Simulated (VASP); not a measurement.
# KBr (Fm-3m) in VASP: a series of runs, part 2 of 2

VASP 6.6.1. The steps go on from the part before.

## (5) Single point, PBE (35.42 Å³/atom)

This run uses another cell than the first one, of 35.42 Å³/atom.

File INCAR:

```
SYSTEM = KBr
ALGO = Normal
EDIFF = 1E-6
ENCUT = 520
GGA = PE
ISIF = 2
ISMEAR = 0
LASPH = .True.
LCHARG = .True.
LELF = .True.
LREAL = .False.
LVHAR = .True.
LWAVE = .False.
NBANDS = 15
NELM = 80
PREC = Accurate
SIGMA = 0.02
```

File KPOINTS:

```
k-points
0
Gamma
  6 6 6
  0 0 0
```

File POSCAR:

```
KBr
1.0
    0.0000000000      3.2841095468      3.2841095468
    3.2841095468      0.0000000000      3.2841095468
    3.2841095468      3.2841095468      0.0000000000
K Br
1 1
Direct
    0.5000000000      0.5000000000      0.5000000000
    0.0000000000      0.0000000000      0.0000000000
```

Potentials or basis: VASP PAW PBE potentials, release 64 (K_sv, Br).

Launch:

```bash
cat potpaw_PBE.64/K_sv/POTCAR potpaw_PBE.64/Br/POTCAR > POTCAR
mpirun -np 1 vasp_std > vasp.out
```

OUTCAR:

```text
SYSTEM = KBr
   EDIFF = 1E-6
   ENCUT = 520
   GGA = PE
   ISIF = 2
   ISMEAR = 0
   LASPH = .True.
   LREAL = .False.
   NELM = 80
   PREC = Accurate

 ion  position               nearest neighbor table
   1  0.500  0.500  0.500-   2 3.28   2 3.28   2 3.28   2 3.28   2 3.28   2 3.28
   2  0.000  0.000  0.000-   1 3.28   1 3.28   1 3.28   1 3.28   1 3.28   1 3.28

  LATTYP: Found a face centered cubic cell.
 ALAT       =     6.5682190936

  Lattice vectors:

 A1 = (   0.0000000000,   3.2841095468,   3.2841095468)
 A2 = (   3.2841095468,   0.0000000000,   3.2841095468)
 A3 = (   3.2841095468,   3.2841095468,   0.0000000000)

Analysis of symmetry for initial positions (statically):
=====================================================================
 Subroutine PRICEL returns:
 Original cell was already a primitive cell.

 Routine SETGRP: Setting up the symmetry group for a
 face centered cubic supercell.

 Subroutine GETGRP returns: Found 48 space group operations
 (whereof 48 operations were pure point group operations)
 out of a pool of 48 trial point group operations.

[... 167 lines left out ...]
      5     -12.9115      2.00000
      6      -1.6825      2.00000
      7      -1.6825      2.00000
      8      -1.6825      2.00000
      9       2.7907      0.00000
     10       5.9243      0.00000
     11       5.9243      0.00000
     12       5.9243      0.00000
     13       6.7567      0.00000
     14       6.7567      0.00000
[... 257 lines left out ...]
      2     -13.9673      2.00000
      3     -12.9930      2.00000
      4     -12.9640      2.00000
      5     -12.8446      2.00000
      6      -2.4039      2.00000
      7      -2.1715      2.00000
      8      -2.1399      2.00000
      9       4.9117      0.00000
     10       6.2993      0.00000
     11       6.6511      0.00000
     12       7.6148      0.00000
     13       8.3569      0.00000
     14       9.1587      0.00000
     15       9.7093      0.00000

------------------------ aborting loop because EDIFF is reached ----------------------------------------

  FORCE on cell =-STRESS in cart. coord.  units (eV):
  Direction    XX          YY          ZZ          XY          YZ          ZX
  --------------------------------------------------------------------------------------
  -------------------------------------------------------------------------------------
  Total        0.4469471      0.4469471      0.4469471     -0.0000000     -0.0000000      0.0000000
  in kB       10.1084321     10.1084321     10.1084321     -0.0000000     -0.0000000      0.0000000
  external PRESSURE =      10.1084321 kB  Pullay stress =       0.0000000 kB

 VOLUME and BASIS-vectors are now :
 -----------------------------------------------------------------------------
  energy-cutoff  :      520.00
  volume of cell :       70.84
      direct lattice vectors                 reciprocal lattice vectors
     0.000000000  3.284109547  3.284109547    -0.152248271  0.152248271  0.152248271
     3.284109547  0.000000000  3.284109547     0.152248271 -0.152248271  0.152248271
     3.284109547  3.284109547  0.000000000     0.152248271  0.152248271 -0.152248271

 POSITION                                       TOTAL-FORCE (eV/Angst)
 -----------------------------------------------------------------------------------
      3.28411      3.28411      3.28411         0.000000      0.000000      0.000000
      0.00000      0.00000      0.00000        -0.000000     -0.000000     -0.000000
 -----------------------------------------------------------------------------------
    total drift:                                0.000000      0.000000      0.000000

  FREE ENERGIE OF THE ION-ELECTRON SYSTEM (eV)
  ---------------------------------------------------
  free  energy   TOTEN  =        -6.2093031209 eV

  energy  without entropy=       -6.2093031209  energy(sigma->0) =       -6.20930312
```

OSZICAR:

```text
N       E                     dE             d eps       ncg     rms          rms(c)
DAV:   1     0.910856417533E+02    0.91086E+02   -0.69785E+03   480   0.913E+02
DAV:   2     0.491851183029E+00   -0.90594E+02   -0.84364E+02   606   0.234E+02
DAV:   3    -0.606202567552E+01   -0.65539E+01   -0.65153E+01   869   0.496E+01
DAV:   4    -0.637710406964E+01   -0.31508E+00   -0.31504E+00   632   0.638E+00
DAV:   5    -0.637890062473E+01   -0.17966E-02   -0.17965E-02   758   0.593E-01    0.319E+00
DAV:   6    -0.621027198884E+01    0.16863E+00   -0.21460E-01   585   0.223E+00    0.233E+00
DAV:   7    -0.619944127771E+01    0.10831E-01   -0.10633E-01   662   0.176E+00    0.104E+00
DAV:   8    -0.620820237177E+01   -0.87611E-02   -0.11888E-02   525   0.796E-01    0.110E-01
DAV:   9    -0.620903467567E+01   -0.83230E-03   -0.82448E-04   634   0.175E-01    0.776E-02
DAV:  10    -0.620928521142E+01   -0.25054E-03   -0.24607E-04   494   0.904E-02    0.108E-02
DAV:  11    -0.620930156077E+01   -0.16349E-04   -0.24049E-05   622   0.282E-02    0.604E-03
DAV:  12    -0.620930299558E+01   -0.14348E-05   -0.41380E-06   507   0.134E-02    0.148E-03
DAV:  13    -0.620930312094E+01   -0.12536E-06   -0.79439E-08   534   0.157E-03
   1 F= -.62093031E+01 E0= -.62093031E+01  d E =-.904899E-33
```

Run time: 46 s. Hardware: 1 thread of Intel Xeon 8259CL, shared host; peak memory 0.2 GiB.

Results:

```yaml
Free_energy: -6.2093 eV
Pressure: 1.0 GPa
Band_gap_on_the_k_mesh: 4.47 eV
```

Levels at points of the mesh, in eV from the valence-band top:
```
           k point  band 6  band 7  band 8  band 9  band 10  band 11
(0.00, 0.00, 0.00)    0.00    0.00    0.00    4.47     7.61     7.61
(0.50, 0.00, 0.00)   -1.21   -0.34   -0.34    6.62     8.29     9.80
(0.50, 0.50, 0.00)   -0.83   -0.29   -0.29    5.85     7.25     9.39
```

## (6) Summary

| cell | gap on the mesh (eV) | pressure (GPa) |
| --- | --- | --- |
| a = 4.543 Å, angles 60.0°, 2 atoms | 4.66 | 2.4 |
| a = 4.594 Å, angles 60.0°, 2 atoms | 4.56 | 1.6 |
| a = 4.693 Å, angles 60.0°, 2 atoms | 4.39 | 0.5 |
| a = 4.644 Å, angles 60.0°, 2 atoms | 4.47 | 1.0 |

Alike in all rows: task single point; level PBE; potentials or basis VASP PAW PBE potentials, release 64 (K_sv, Br); no spin polarisation; k mesh 6 × 6 × 6; cutoff (eV) 520; smearing gaussian 0.02 eV.

Absolute energies hang on the potentials; compare differences alone.
